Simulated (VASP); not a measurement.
Here is a VASP 6.6.1 calculation.

The input INCAR:

```
SYSTEM = MnS
PREC = Accurate ; ENCUT = 520
EDIFF = 1E-7 ; ISMEAR = -1
SIGMA = 0.05 ; LREAL = .FALSE.
LASPH = .TRUE. ; NELM = 150
ALGO = Normal ; ISIF = 2
LWAVE = .FALSE. ; LCHARG = .TRUE.
ISPIN = 2 ; MAGMOM = 4 0
LORBIT = 11 ; LMAXMIX = 4
LELF = .TRUE. ; LVHAR = .TRUE.
NBANDS = 20
```

Contents of KPOINTS:

```
regular mesh
0
G
  9 9 9
  0 0 0
```

The input POSCAR:

```
MnS
1.0
    0.0000000000      2.6387736672      2.6387736672
    2.6387736672      0.0000000000      2.6387736672
    2.6387736672      2.6387736672      0.0000000000
Mn S
1 1
Direct
    0.0000000000      0.0000000000      0.0000000000
    0.5000000000      0.5000000000      0.5000000000
```

Potentials or basis: VASP PAW LDA potentials, release 64 (Mn_pv, S).

The run is started by

```sh
$ cat potpaw_LDA.64/Mn_pv/POTCAR potpaw_LDA.64/S/POTCAR > POTCAR
$ mpirun -np 1 vasp_std > vasp.out
```

Task: Predict the site moments.

Result: Mn +4.16; S +0.10 μB.

Task: What does it give for the pressure?

Result: -13.2 GPa.

Task: Predict the net moment.

Result: 4.62 μB per cell.

Caveat: a cell with one magnetic atom can't hold antiferromagnetic order, which such compounds often take.
